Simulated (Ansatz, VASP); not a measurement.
This is a calculation of C for Ansatz 0.2.0.

Contents of input.yaml:

```yaml
crystal:
  lattice:
    - [2.5221, 0.0, 0.0]
    - [-1.26105, 2.1842026709, 0.0]
    - [0.0, 0.0, 8.2371]
  atoms:
    - { symbol: C, position: [0.6666666667, 0.3333333333, 0.84375] }
    - { symbol: C, position: [0.3333333333, 0.6666666667, 0.34375] }
    - { symbol: C, position: [0.6666666667, 0.3333333333, 0.65625] }
    - { symbol: C, position: [0.3333333333, 0.6666666667, 0.15625] }
    - { symbol: C, position: [0.0, 0.0, 0.90625] }
    - { symbol: C, position: [0.0, 0.0, 0.40625] }
    - { symbol: C, position: [0.0, 0.0, 0.59375] }
    - { symbol: C, position: [0.0, 0.0, 0.09375] }
hamiltonian:
  xc: lda
  pseudopotentials: { kind: paw }
kpoints:
  mp_grid: { grid: [12, 12, 4] }
scf:
  occupations: { method: fermi_dirac, width: 0.05 }
output:
  forces: true
  stress: true
  eigenvalues: true
```

Potentials or basis: Ansatz PAW.

Launch:

```sh
$ ansatz run input.yaml --threads 2 --pin off --max-ram 5120MiB --backend cpu --events-out ev --progress --plain --runs-dir out
```

Q: Translate it to VASP 6.6.1. Potentials there: VASP PAW LDA potentials, release 64 (C).

A: As run (the cutoff follows the program's own potentials):

Contents of INCAR:

```
SYSTEM = C
  ALGO = Normal
  EDIFF = 1E-6
  ENCUT = 520
  ISIF = 2
  ISMEAR = -1
  LASPH = .True.
  LCHARG = .False.
  LREAL = .False.
  LWAVE = .False.
  NBANDS = 26
  NELM = 60
  PREC = Accurate
  SIGMA = 0.05
```

Contents of KPOINTS:

```
k-points
0
Gamma
  12 12 4
  0 0 0
```

POSCAR

```
C
1.0
    2.5221000000      0.0000000000      0.0000000000
   -1.2610500000      2.1842026709      0.0000000000
    0.0000000000      0.0000000000      8.2371000000
C
8
Direct
    0.6666666667      0.3333333333      0.8437500000
    0.3333333333      0.6666666667      0.3437500000
    0.6666666667      0.3333333333      0.6562500000
    0.3333333333      0.6666666667      0.1562500000
    0.0000000000      0.0000000000      0.9062500000
    0.0000000000      0.0000000000      0.4062500000
    0.0000000000      0.0000000000      0.5937500000
    0.0000000000      0.0000000000      0.0937500000
```

Potentials or basis: VASP PAW LDA potentials, release 64 (C).

Command:

```bash
$ cat potpaw_LDA.64/C/POTCAR > POTCAR
$ mpirun -np 1 vasp_std > vasp.out
```

Both were run:

|  | VASP | Ansatz | Ansatz less VASP |
| --- | --- | --- | --- |
| gap on the k mesh at the Fermi level (eV) | 4.37 | 4.38 | +0.009 |
| least direct gap on the mesh (eV) | 5.13 | 5.14 | +0.001 |
| pressure (GPa) | -11.1 | -12.6 | -1.46 |
| traceless stress, the component that is largest in VASP (GPa) | 8.32 | 8.31 | -0.010 |
| rms of the force components (eV/Å) | 0.190 | 0.189 | -0.0004 |

LDA's correlation is that of Perdew and Zunger in VASP and of Perdew and Wang (1992) in Ansatz. Atom by atom the forces differ by 0.001 eV/Å (rms over components).

Noted on Ansatz's run: Pulay correction over one GPa.
